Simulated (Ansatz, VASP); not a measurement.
# Two plane-wave programs on NaI

INCAR

```
SYSTEM = NaI
  PREC = Accurate
  ENCUT = 520
  EDIFF = 1E-7
  ISMEAR = 0
  SIGMA = 0.05
  LREAL = .False.
  LASPH = .True.
  NELM = 80
  ALGO = Normal
  ISIF = 2
  LWAVE = .False.
  LCHARG = .False.
  GGA = PE
  NBANDS = 14
```

The input KPOINTS:

```
Automatic mesh
0
Gamma
  6 6 6
  0 0 0
```

Contents of POSCAR:

```
NaI
1.0
    0.0000000000      3.1393080000      3.1393080000
    3.1393080000      0.0000000000      3.1393080000
    3.1393080000      3.1393080000      0.0000000000
Na I
1 1
Direct
    0.0000000000      0.0000000000      0.0000000000
    0.5000000000      0.5000000000      0.5000000000
```

Input for Ansatz:

```yaml
crystal:
  lattice:
    - [0.0, 3.139308, 3.139308]
    - [3.139308, 0.0, 3.139308]
    - [3.139308, 3.139308, 0.0]
  atoms:
    - { symbol: Na, position: [0.0, 0.0, 0.0] }
    - { symbol: I, position: [0.5, 0.5, 0.5] }
basis:
  ecutwfc: 420
kpoints:
  mp_grid: { grid: [6, 6, 6] }
hamiltonian:
  xc: pbe
scf:
  occupations: { method: gaussian, width: 0.05 }
output:
  forces: true
  stress: true
  eigenvalues: true
```

Change from the starting cell: strain -0.030 along x and y, -0.030 along z, atoms carried along.

Alike in both runs: task single point; functional PBE; k mesh 6 × 6 × 6; occupations gaussian, width 0.05 eV; no spin polarisation.

```csv
,VASP,Ansatz
version,VASP 6.6.1,Ansatz 0.2.0
potentials or method,"VASP PAW PBE potentials, release 64 (Na_pv, I), cutoff 520 eV","scalar-relativistic, plane waves, PAW"
valence electrons in the cell,14,26
```

VASP gave:

| Quantity | Value |
| --- | --- |
| gap on the k mesh at the Fermi level (eV) | 3.90 |
| least direct gap on the mesh (eV) | 3.90 |
| pressure (GPa) | 2.4 |

What did Ansatz give for the same quantities?

gap on the k mesh at the Fermi level (eV): 3.91; least direct gap on the mesh (eV): 3.91; pressure (GPa): 2.3.

VASP's potentials hold 14 valence electrons a cell and Ansatz's 26, so a difference there can come from the potentials and not from the codes.

Neither program's run includes spin-orbit coupling.
